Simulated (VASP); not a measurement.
# Nb2Sn2S (I4/mmm) in VASP: single point with PBE

Aim: the single point of Nb2Sn2S with PBE.

All numbers are computed with VASP 6.6.1; they aren't measurements. Logs are shortened: lines on timing, memory, paths and dates and some standing lists are left out, and cuts for length are marked.

## (1) The cell of the first run

Symmetry: I4/mmm, No. 139, tetragonal system. Conventional cell: a = 3.934 Å, b = 3.934 Å, c = 13.918 Å, α = 90.00°, β = 90.00°, γ = 90.00°. Nb (site symmetry 4mm) has 1 Nb at 2.60 Å and 4 Sn at 2.94 Å and 4 S at 3.07 Å within 3.4 Å. Within 3.7 Å of Sn (site symmetry -4m2) lie 4 Sn at 2.78 Å and 4 Nb at 2.94 Å. Within 4.0 Å of S (site symmetry 4/mmm) lie 8 Nb at 3.07 Å and 4 S at 3.93 Å and 8 Sn at 4.00 Å.

The cell was generated, and may not be a known phase.

## (2) Single point, PBE

Contents of INCAR:

```
SYSTEM = Nb2Sn2S
PREC = Accurate
ENCUT = 520
EDIFF = 1E-6
ISMEAR = 0
SIGMA = 0.1
LREAL = .FALSE.
LASPH = .TRUE.
NELM = 60
ALGO = Normal
ISIF = 2
LWAVE = .FALSE.
LCHARG = .FALSE.
GGA = PE
NBANDS = 38
```

Contents of KPOINTS:

```
regular mesh
0
G
  14 14 14
  0 0 0
```

Contents of POSCAR:

```
Nb2Sn2S
1.0
   -1.9668611182      1.9668611182      6.9592301845
    1.9668611182     -1.9668611182      6.9592301845
    1.9668611182      1.9668611182     -6.9592301845
Nb Sn S
2 2 1
Direct
    0.4067245311      0.4067245311      0.0000000000
    0.5932754689      0.5932754689      0.0000000000
    0.7500000000      0.2500000000      0.5000000000
    0.2500000000      0.7500000000      0.5000000000
    0.0000000000      0.0000000000      0.0000000000
```

Potentials or basis: VASP PAW PBE potentials, release 64 (Nb_sv, Sn_d, S).

Started as:

```bash
$ cat potpaw_PBE.64/Nb_sv/POTCAR potpaw_PBE.64/Sn_d/POTCAR potpaw_PBE.64/S/POTCAR > POTCAR
$ mpirun -np 1 vasp_std > vasp.out
```

OUTCAR:

```text
SYSTEM = Nb2Sn2S
   PREC = Accurate
   ENCUT = 520
   EDIFF = 1E-6
   ISMEAR = 0
   LREAL = .FALSE.
   LASPH = .TRUE.
   NELM = 60
   ISIF = 2
   GGA = PE

 ion  position               nearest neighbor table
   1  0.407  0.407  0.000-   2 2.60   4 2.94   3 2.94   3 2.94   4 2.94
   2  0.593  0.593  0.000-   1 2.60   3 2.94   4 2.94   3 2.94   4 2.94
   3  0.750  0.250  0.500-   4 2.78   4 2.78   4 2.78   4 2.78   1 2.94   2 2.94   2 2.94   1 2.94

   4  0.250  0.750  0.500-   3 2.78   3 2.78   3 2.78   3 2.78   2 2.94   1 2.94   2 2.94   1 2.94

   5  0.000  0.000  0.000-

  LATTYP: Found a body centered tetragonal cell.
 ALAT       =     3.9337222364
 C/A-ratio  =     3.5382417803

  Lattice vectors:

 A1 = (  -1.9668611182,   1.9668611182,   6.9592301845)
 A2 = (   1.9668611182,  -1.9668611182,   6.9592301845)
 A3 = (   1.9668611182,   1.9668611182,  -6.9592301845)

Analysis of symmetry for initial positions (statically):
=====================================================================
 Subroutine PRICEL returns:
 Original cell was already a primitive cell.

 Routine SETGRP: Setting up the symmetry group for a
 body centered tetragonal supercell.

 Subroutine GETGRP returns: Found 16 space group operations
 (whereof 16 operations were pure point group operations)
 out of a pool of 16 trial point group operations.

The static configuration has the point symmetry D_4h.

Analysis of symmetry for dynamics (positions and initial velocities):
=====================================================================
 Subroutine PRICEL returns:
 Original cell was already a primitive cell.

 Routine SETGRP: Setting up the symmetry group for a
 body centered tetragonal supercell.

 Subroutine GETGRP returns: Found 16 space group operations
 (whereof 16 operations were pure point group operations)
 out of a pool of 16 trial point group operations.

The dynamic configuration has the point symmetry D_4h.

 Subroutine INISYM returns: Found 16 space group operations
 (whereof 16 operations are pure point group operations),
 and found     1 'primitive' translations

----------------------------------------------------------------------------------------

                                     Primitive cell

  volume of cell :     107.6883

  direct lattice vectors                    reciprocal lattice vectors
    -1.966861118  1.966861118  6.959230184     0.000000000  0.254212153  0.071847027
     1.966861118 -1.966861118  6.959230184     0.254212153  0.000000000  0.071847027
     1.966861118  1.966861118 -6.959230184     0.254212153  0.254212153  0.000000000

  length of vectors
     7.494529343  7.494529343  7.494529343     0.264170048  0.264170048  0.359510275

  position of ions in fractional coordinates (direct lattice)
     0.406724531  0.406724531  0.000000000
     0.593275469  0.593275469  0.000000000
     0.750000000  0.250000000  0.500000000
     0.250000000  0.750000000  0.500000000
     0.000000000  0.000000000  0.000000000

  ion indices of the primitive-cell ions
   primitive index   ion index
                 1           1
                 2           2
                 3           3
                 4           4
                 5           5

----------------------------------------------------------------------------------------

 KPOINTS: regular mesh

Automatic generation of k-mesh.
 Grid dimensions read from file:
 generate k-points for:   14   14   14

 Generating k-lattice:

  Cartesian coordinates                     Fractional coordinates (reciprocal lattice)
     0.000000000  0.018158011  0.005131931     0.071428571 -0.000000000  0.000000000
     0.018158011  0.000000000  0.005131931    -0.000000000  0.071428571  0.000000000
     0.018158011  0.018158011  0.000000000     0.000000000  0.000000000  0.071428571

  Length of vectors
     0.018869289  0.018869289  0.025679305

  Shift w.r.t. Gamma in fractional coordinates (k-lattice)
     0.000000000  0.000000000  0.000000000

 Subroutine IBZKPT returns following result:
 ===========================================

 Found    244 irreducible k-points:

 Following reciprocal coordinates:
            Coordinates               Weight
  0.000000  0.000000  0.000000      1.000000
  0.071429 -0.000000  0.000000      8.000000
  0.142857  0.000000  0.000000      8.000000
  0.214286  0.000000  0.000000      8.000000
  0.285714  0.000000 -0.000000      8.000000
  0.357143 -0.000000  0.000000      8.000000
[... 16 lines left out ...]
  0.214286  0.142857  0.000000     16.000000
  0.285714  0.142857  0.000000     16.000000
 [... further k-points ...]
   k-points           NKPTS =    244   k-points in BZ     NKDIM =    244   number of bands    NBANDS=     38
   number of dos      NEDOS =    301   number of ions     NIONS =      5
   total plane-waves  NPLWV = 175616
   dimension x,y,z NGX =    56 NGY =   56 NGZ =   56
   dimension x,y,z NGXF=   112 NGYF=  112 NGZF=  112
   ions per type =               2   2   1
   NGX,Y,Z   is equivalent  to a cutoff of  12.42, 12.42, 12.42 a.u.
   NGXF,Y,Z  is equivalent  to a cutoff of  24.84, 24.84, 24.84 a.u.
 SYSTEM =  Nb2Sn2S
   PREC   = accura    normal or accurate (medium, high low for compatibility)
   ISTART =      0    job   : 0-new  1-cont  2-samecut
   ICHARG =      2    charge: 1-file 2-atom 10-const
   ISPIN  =      1    spin polarized calculation?
   LNONCOLLINEAR =      F non collinear calculations
   LSORBIT =      F    spin-orbit coupling
   LASPH  =      T    aspherical Exc in radial PAW
   ENCUT  =  520.0 eV  38.22 Ry    6.18 a.u.  13.93 13.93 13.93*2*pi/ulx,y,z
   NELM   =     60;   NELMIN=  2; NELMDL= -5     # of ELM steps
   EDIFF  = 0.1E-05   stopping-criterion for ELM
   LREAL  =      F    real-space projection
   EDIFFG = 0.1E-04   stopping-criterion for IOM
   NSW    =      0    number of steps for IOM
   IBRION =     -1    ionic relax: 0-MD 1-quasi-New 2-CG
   NFREE  =      0    steps in history (QN), initial steepest desc. (CG)
   ISIF   =      2    stress and relaxation
   ISYM   =      2    0-nonsym 1-usesym 2-fastsym
   POTIM  = 0.5000    time-step for ionic-motion
   TEBEG  =    0.0;   TEEND  =   0.0 temperature during run
   PSTRESS=    0.0 pullay stress
   NELECT =      60.0000    total number of electrons
   NUPDOWN=      -1.0000    fix difference up-down
   EMIN   =  10.00;   EMAX   =-10.00  energy-range for DOS
   EFERMI =   0.00;   METHOD = LEGACY
   ISMEAR =     0;   SIGMA  =   0.10  broadening in eV -4-tet -1-fermi 0-gaus
   EFERMI_NEDOS =   21; number of points for ismear=-14 and -15
   IALGO  =     38    algorithm
   IMIX   =      4    mixing-type and parameters
     AMIX     =   0.40;   BMIX     =  1.00
     AMIX_MAG =   1.60;   BMIX_MAG =  1.00
  volume/ion in A,a.u.               =      21.54       145.34
  Fermi-wavevector in a.u.,A,eV,Ry     =   1.347108  2.545665 24.690489  1.814700
  Thomas-Fermi vector in A             =   2.474885
   LORBIT       =      0    0 simple, 1 ext, 2 COOP (PROOUT), +10 PAW based schemes
   GGA     = PE    functional components
   LHFCALC =     F    Hartree Fock is set to
   AEXX    =    0.0000 exact exchange contribution
   IVDW    =     0    specifies the selected vdW correction
   LEPSILON=     F    determine dielectric tensor
   LRPA    =     F    only Hartree local field effects (RPA)
 non-spin polarized calculation
 Gauss-broadening in eV      SIGMA  =   0.10
  energy-cutoff  :      520.00
  volume of cell :      107.69
 maximum number of plane-waves:      2926
   NGX = 27   NGY = 27   NGZ = 27

 number of electron      60.0000003 magnetization

 Free energy of the ion-electron system (eV)
  ---------------------------------------------------
  ext. energy  EPLUGINS =         0.00000000
  ---------------------------------------------------
  free energy    TOTEN  =       -30.30618663 eV

  energy without entropy =      -30.28038269  energy(sigma->0) =      -30.29328466

 E-fermi :   9.4372     XC(G=0): -11.0643

 val. band max:        9.4366384163   @ k =  -0.2857   0.2857   0.0000
 cond. band min:       9.4396505343   @ k =  -0.3571  -0.4286   0.2143
 fundamental gap:      0.0030121180
 Fermi energy:         9.4372491298

 k-point     1 :       0.0000    0.0000    0.0000
  band No.  band energies     occupation
      1     -46.1217      2.00000
      2     -45.9794      2.00000
      3     -22.4410      2.00000
      4     -22.2686      2.00000
      5     -22.2686      2.00000
      6     -22.1469      2.00000
[... 30 lines left out ...]
     37      12.5287      0.00000
     38      12.5287      0.00000

 k-point     2 :       0.0714   -0.0000    0.0000
  band No.  band energies     occupation
      1     -46.1216      2.00000
      2     -45.9793      2.00000
      3     -22.4407      2.00000
      4     -22.2706      2.00000
      5     -22.2684      2.00000
      6     -22.1486      2.00000
[... 30 lines left out ...]
     37      12.4650      0.00000
     38      12.5302      0.00000

 k-point     3 :       0.1429    0.0000    0.0000
  band No.  band energies     occupation
      1     -46.1214      2.00000
      2     -45.9791      2.00000
      3     -22.4397      2.00000
      4     -22.2763      2.00000
      5     -22.2678      2.00000
      6     -22.1536      2.00000
[... 30 lines left out ...]
     37      12.3591      0.00000
     38      12.5245      0.00000

 k-point     4 :       0.2143    0.0000    0.0000
  band No.  band energies     occupation
      1     -46.1211      2.00000
      2     -45.9788      2.00000
      3     -22.4384      2.00000
      4     -22.2845      2.00000
      5     -22.2670      2.00000
      6     -22.1607      2.00000
[... 30 lines left out ...]
     37      12.4304      0.00000
     38      12.4884      0.00000
[... 703 lines left out ...]
      4     -22.2759      2.00000
      5     -22.2750      2.00000
      6     -22.1532      2.00000
[... 30 lines left out ...]
     37      12.3902      0.00000
     38      12.8623      0.00000

 k-point    23 :       0.2143    0.1429    0.0000
  band No.  band energies     occupation
      1     -46.1207      2.00000
      2     -45.9786      2.00000
      3     -22.4370      2.00000
      4     -22.2836      2.00000
      5     -22.2745      2.00000
      6     -22.1602      2.00000
[... 30 lines left out ...]
     37      12.6785      0.00000
     38      13.2512      0.00000

 k-point    24 :       0.2857    0.1429    0.0000
  band No.  band energies     occupation
      1     -46.1204      2.00000
      2     -45.9783      2.00000
      3     -22.4356      2.00000
      4     -22.2926      2.00000
      5     -22.2736      2.00000
      6     -22.1681      2.00000
[... 30 lines left out ...]
     37      12.9087      0.00000
     38      13.0324      0.00000

 [... further k-points ...]

------------------------ aborting loop because EDIFF is reached ----------------------------------------

  FORCE on cell =-STRESS in cart. coord.  units (eV):
  Direction    XX          YY          ZZ          XY          YZ          ZX
  --------------------------------------------------------------------------------------
  -------------------------------------------------------------------------------------
  Total       -0.0722073     -0.0722073     -0.0806213      0.0000000      0.0000000      0.0000000
  in kB       -1.0742936     -1.0742936     -1.1994774      0.0000000      0.0000000      0.0000000
  external PRESSURE =      -1.1160215 kB  Pullay stress =       0.0000000 kB

 VOLUME and BASIS-vectors are now :
 -----------------------------------------------------------------------------
  energy-cutoff  :      520.00
  volume of cell :      107.69
      direct lattice vectors                 reciprocal lattice vectors
    -1.966861118  1.966861118  6.959230184     0.000000000  0.254212153  0.071847027
     1.966861118 -1.966861118  6.959230184     0.254212153  0.000000000  0.071847027
     1.966861118  1.966861118 -6.959230184     0.254212153  0.254212153  0.000000000

 POSITION                                       TOTAL-FORCE (eV/Angst)
 -----------------------------------------------------------------------------------
      0.00000      0.00000      5.66098         0.000000      0.000000     -0.007624
      0.00000      0.00000      8.25748         0.000000      0.000000      0.007624
     -0.00000      1.96686      3.47962        -0.000000     -0.000000      0.000000
      1.96686     -0.00000      3.47962        -0.000000     -0.000000      0.000000
      0.00000      0.00000      0.00000        -0.000000     -0.000000      0.000000
 -----------------------------------------------------------------------------------
    total drift:                                0.000000     -0.000000      0.000000

  FREE ENERGIE OF THE ION-ELECTRON SYSTEM (eV)
  ---------------------------------------------------
  free  energy   TOTEN  =       -30.3061866275 eV

  energy  without entropy=      -30.2803826865  energy(sigma->0) =      -30.29328466
```

It took 44 min on 1 thread of AMD EPYC 7R13 (Zen 3), shared host; peak memory 1.1 GiB.

Results:

| Quantity | Value |
| --- | --- |
| Free energy | -30.3062 eV |
| Pressure | -0.1 GPa |
| Largest force | 0.008 eV/Å |
| Band gap on the k mesh | zero (bands 30 and 31 overlap by 1.21 eV) |

Forces in eV/Å, atoms in the order of the input:
```
Nb   0.000  0.000 -0.008
Nb   0.000  0.000  0.008
Sn   0.000  0.000  0.000
Sn   0.000  0.000  0.000
S    0.000  0.000  0.000
```

Caveat: spin-orbit coupling is left out, which moves the levels of the heavy elements.
